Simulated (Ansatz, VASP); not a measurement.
**KScS2: VASP beside Ansatz**

```
CELL_PARAMETERS angstrom
4.03526 0.00000 0.00000
0.00000 4.03526 0.00000
0.00000 0.00000 5.46549
ATOMIC_POSITIONS crystal
K 0.00000 0.00000 0.00000
S 0.00000 0.00000 0.50000
S 0.50000 0.50000 0.00000
Sc 0.50000 0.50000 0.50000
```

Alike in both runs: task single point; functional PBE; k mesh 6 × 6 × 6; occupations fermi-dirac, width 0.02 eV; no spin polarisation.

|  | VASP | Ansatz |
| --- | --- | --- |
| version | VASP 6.6.1 | Ansatz 0.2.0 |
| potentials or method | VASP PAW PBE potentials, release 64 (K_sv, S, Sc_sv) | plane waves, PAW |
| plane-wave cutoff (eV) | 520 | 420 |
| valence electrons in the cell | 32 | 32 |

|  | VASP | Ansatz | Ansatz less VASP |
| --- | --- | --- | --- |
| pressure (GPa) | 0.8 | 0.6 | -0.20 |
